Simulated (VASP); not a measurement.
# SnO2 (P4_2/mnm) in VASP: notebook, part 2 of 2

VASP 6.6.1.

## Step 3: Single point, PBE (volume scaled by 0.88, then relaxed in part)

Contents of INCAR:

```
PREC = Accurate
ENCUT = 520
EDIFF = 1E-7
ISMEAR = 0
SIGMA = 0.02
LREAL = F
LASPH = T
NELM = 80
ALGO = Normal
ISIF = 2
LWAVE = F
LCHARG = F
GGA = PE
NBANDS = 64
```

Contents of KPOINTS:

```
regular mesh
0
Gamma
  6 6 6
```

Contents of POSCAR:

```
SnO2
1.0
   -3.1624136287      3.2403207934      3.2403207934
    3.1624136287     -3.2403207934      3.2403207934
    3.1624136287      3.2403207934     -3.2403207934
Sn O
4 8
Direct
    1.0000000000      0.2500000000      0.7500000000
    0.0000000000      0.7500000000      0.2500000000
    0.5000000000      0.5000000000      0.5000000000
    0.5000000000      0.0000000000      0.0000000000
    0.1947429485      0.1947429485      0.5000000000
    0.6947429485      0.7500000000      0.9447429485
    0.1947429485      0.6947429485      1.0000000000
    0.3052570515      0.7500000000      0.5552570515
    0.6947429485      0.2500000000      0.4447429485
    0.3052570515      0.2500000000      0.0552570515
    0.8052570515      0.3052570515      0.0000000000
    0.8052570515      0.8052570515      0.5000000000
```

Potentials or basis: VASP PAW PBE potentials, release 64 (Sn_d, O).

The run is started by

```console
$ cat potpaw_PBE.64/Sn_d/POTCAR potpaw_PBE.64/O/POTCAR > POTCAR
$ mpirun -np 1 vasp_std > vasp.out
```

OUTCAR:

```text
PREC = Accurate
   ENCUT = 520
   EDIFF = 1E-7
   ISMEAR = 0
   LREAL = F
   LASPH = T
   NELM = 80
   ISIF = 2
   GGA = PE

 ion  position               nearest neighbor table
   1  0.000  0.250  0.750-   9 1.98  10 1.98   5 2.02  11 2.02   7 2.02  12 2.02   2 3.16   2 3.16
                             4 3.61   3 3.61   4 3.61   3 3.61   3 3.61   4 3.61   4 3.61   3 3.61
   2  0.000  0.750  0.250-   6 1.98   8 1.98   7 2.02  12 2.02  11 2.02   5 2.02   1 3.16   1 3.16
                             4 3.61   4 3.61   3 3.61   3 3.61   3 3.61   4 3.61   3 3.61   4 3.61
   3  0.500  0.500  0.500-   5 1.98  12 1.98   9 2.02   8 2.02  10 2.02   6 2.02   4 3.16   4 3.16
                             1 3.61   2 3.61   1 3.61   2 3.61   1 3.61   2 3.61   1 3.61   2 3.61
   4  0.500  0.000  0.000-   7 1.98  11 1.98  10 2.02   6 2.02   8 2.02   9 2.02   3 3.16   3 3.16
                             2 3.61   1 3.61   1 3.61   2 3.61   1 3.61   2 3.61   2 3.61   1 3.61
   5  0.195  0.195  0.500-   3 1.98   1 2.02   2 2.02
   6  0.695  0.750  0.945-   2 1.98   4 2.02   3 2.02
   7  0.195  0.695  0.000-   4 1.98   2 2.02   1 2.02
   8  0.305  0.750  0.555-   2 1.98   3 2.02   4 2.02
   9  0.695  0.250  0.445-   1 1.98   3 2.02   4 2.02
[... 232 lines left out ...]
      3     -13.8036      2.00000
      4     -13.3809      2.00000
      5     -13.3809      2.00000
      6     -13.2042      2.00000
[... 1597 lines left out ...]
     63      18.6362      0.00000
     64      19.1321      0.00000

 [... further k-points ...]
[... 5 lines left out ...]
  --------------------------------------------------------------------------------------
  -------------------------------------------------------------------------------------
  Total       25.7706922     25.4392920     25.4392920      0.0000000      0.0000000     -0.0000000
  in kB      310.8722711    306.8745857    306.8745857      0.0000000      0.0000000     -0.0000000
  external PRESSURE =     308.2071475 kB  Pullay stress =       0.0000000 kB

 VOLUME and BASIS-vectors are now :
 -----------------------------------------------------------------------------
  energy-cutoff  :      520.00
  volume of cell :      132.82
      direct lattice vectors                 reciprocal lattice vectors
    -3.162413629  3.240320793  3.240320793     0.000000000  0.154305710  0.154305710
     3.162413629 -3.240320793  3.240320793     0.158107085  0.000000000  0.154305710
     3.162413629  3.240320793 -3.240320793     0.158107085  0.154305710  0.000000000

 POSITION                                       TOTAL-FORCE (eV/Angst)
 -----------------------------------------------------------------------------------
      3.16241      1.62016     -1.62016         0.000000      0.000000     -0.000000
      3.16241     -1.62016      1.62016         0.000000      0.000000     -0.000000
      1.58121      1.62016      1.62016         0.000000      0.000000     -0.000000
     -1.58121      1.62016      1.62016         0.000000      0.000000     -0.000000
      1.58121      1.62016     -0.35810        -0.000000      0.000000      0.014506
      3.16241      2.88222      1.62016        -0.000000      0.014506     -0.000000
      1.58121     -1.62016      2.88222        -0.000000     -0.000000      0.014506
      3.16241      0.35810      1.62016         0.000000     -0.014506     -0.000000
     -0.00000      2.88222      1.62016        -0.000000      0.014506     -0.000000
      0.00000      0.35810      1.62016         0.000000     -0.014506     -0.000000
     -1.58121      1.62016      3.59842         0.000000     -0.000000     -0.014506
      1.58121      1.62016      3.59842         0.000000      0.000000     -0.014506
 -----------------------------------------------------------------------------------
    total drift:                               -0.000000     -0.000000      0.000000

  FREE ENERGIE OF THE ION-ELECTRON SYSTEM (eV)
  ---------------------------------------------------
  free  energy   TOTEN  =       -73.0310375175 eV

  energy  without entropy=      -73.0310375175  energy(sigma->0) =      -73.03103752
```

It took 4.9 min on 1 thread of Intel Xeon Platinum 8488C (Sapphire Rapids), shared host; peak memory 0.35 GiB.

What came out:

| Item | Value |
| --- | --- |
| Free energy | -73.0310 eV |
| Pressure | 30.8 GPa |
| Largest force | 0.015 eV/Å |
| Band gap on the k mesh | 2.07 eV |

Forces in eV/Å, atoms in the order of the input:
```
Sn   0.000  0.000  0.000
Sn   0.000  0.000  0.000
Sn   0.000  0.000  0.000
Sn   0.000  0.000  0.000
O    0.000  0.000  0.015
O    0.000  0.015  0.000
O    0.000  0.000  0.015
O    0.000 -0.015  0.000
O    0.000  0.015  0.000
O    0.000 -0.015  0.000
O    0.000  0.000 -0.015
O    0.000  0.000 -0.015
```

Stress tensor (GPa, compression positive):
```
31.09  0.00  0.00
 0.00 30.69  0.00
 0.00  0.00 30.69
```

Levels at points of the mesh, in eV from the valence-band top:
| k point | band 50 | band 51 | band 52 | band 53 | band 54 | band 55 |
| --- | --- | --- | --- | --- | --- | --- |
| (0.00, 0.00, 0.00) | -0.82 | -0.82 | 0.00 | 2.07 | 5.65 | 5.65 |
| (0.50, 0.00, 0.00) | -0.64 | -0.55 | -0.55 | 5.26 | 5.26 | 7.38 |
| (0.00, 0.50, 0.00) | -0.89 | -0.54 | -0.54 | 5.41 | 5.41 | 7.05 |
| (0.50, 0.50, 0.50) | -1.34 | -0.92 | -0.92 | 5.67 | 5.67 | 7.08 |

Caveat: the cell differs from its parent crystal (volume scaled by 0.88, then relaxed in part); spin-orbit coupling is left out, which moves the levels of the heavy elements.

## Step 4: Single point, PBE+D3(BJ)

This run uses another cell than the first one, of 11.07 Å³/atom, 0.800 times its volume.

Contents of INCAR:

```
  ALGO = Normal
  EDIFF = 1E-6
  ENCUT = 520
  GGA = PE
  ISIF = 2
  ISMEAR = 0
  IVDW = 12
  LASPH = True
  LCHARG = True
  LELF = True
  LREAL = False
  LVHAR = True
  LWAVE = False
  NBANDS = 64
  NELM = 80
  PREC = Accurate
  SIGMA = 0.02
```

Contents of KPOINTS:

```
k-points
0
Gamma
  6 6 6
```

Contents of POSCAR:

```
SnO2
1.0
   -3.1620979359      3.2404825405      3.2404825405
    3.1620979359     -3.2404825405      3.2404825405
    3.1620979359      3.2404825405     -3.2404825405
Sn O
4 8
Direct
    1.0000000000      0.2500000000      0.7500000000
    0.0000000000      0.7500000000      0.2500000000
    0.5000000000      0.5000000000      0.5000000000
    0.5000000000      0.0000000000      0.0000000000
    0.1948502335      0.1948502335      0.5000000000
    0.6948502335      0.7500000000      0.9448502335
    0.1948502335      0.6948502335      1.0000000000
    0.3051497665      0.7500000000      0.5551497665
    0.6948502335      0.2500000000      0.4448502335
    0.3051497665      0.2500000000      0.0551497665
    0.8051497665      0.3051497665      0.0000000000
    0.8051497665      0.8051497665      0.5000000000
```

The run is started by

```console
$ cat potpaw_PBE.64/Sn_d/POTCAR potpaw_PBE.64/O/POTCAR > POTCAR
$ mpirun -np 1 vasp_std > vasp.out
```

Wall time 4.2 min (1 thread of Intel Xeon Platinum 8488C (Sapphire Rapids), shared host); peak memory 0.36 GiB.

It converged, with:

* Free energy: -75.9253 eV
* Pressure: 27.2 GPa
* Band gap on the k mesh: 2.07 eV
* Dispersion energy per atom: -0.241 eV

Stress tensor (GPa, compression positive):
```
27.44  0.00  0.00
 0.00 27.09  0.00
 0.00  0.00 27.09
```

Levels at points of the mesh, in eV from the valence-band top:
```
           k point  band 48  band 49  band 50  band 51  band 52  band 53  band 54  band 55  band 56  band 57
(0.00, 0.00, 0.00)    -0.88    -0.88    -0.82    -0.82     0.00     2.07     5.65     5.65     6.56     6.56
(0.50, 0.00, 0.00)    -1.20    -0.64    -0.64    -0.55    -0.55     5.26     5.26     7.38     7.38     7.42
(0.00, 0.50, 0.00)    -0.93    -0.89    -0.89    -0.54    -0.54     5.41     5.41     7.05     7.05     9.06
(0.50, 0.50, 0.50)    -1.35    -1.34    -1.34    -0.92    -0.92     5.67     5.67     7.08     7.08     8.00
```

Caveat: spin-orbit coupling is left out, which moves the levels of the heavy elements.

## Step 5: Summary

```tsv
level	cell	gap on the mesh (eV)	pressure (GPa)	largest force (eV/Å)
PBE	a = 6.006 Å, angles 113.9, 107.3, 107.3°, 12 atoms	-	-11.4	0.03
PBE	a = 5.568 Å, angles 110.8, 108.8, 108.8°, 12 atoms	2.07	30.8	0.01
PBE+D3(BJ)	a = 5.568 Å, angles 110.8, 108.8, 108.8°, 12 atoms	2.07	27.2	-
```

Alike in all rows: task single point; potentials or basis VASP PAW PBE potentials, release 64 (Sn_d, O); no spin polarisation; k mesh 6 × 6 × 6; cutoff (eV) 520; smearing gaussian 0.02 eV.

Caveats: spin-orbit coupling is left out, which moves the levels of the heavy elements.

Absolute energies hang on the potentials; compare differences alone.
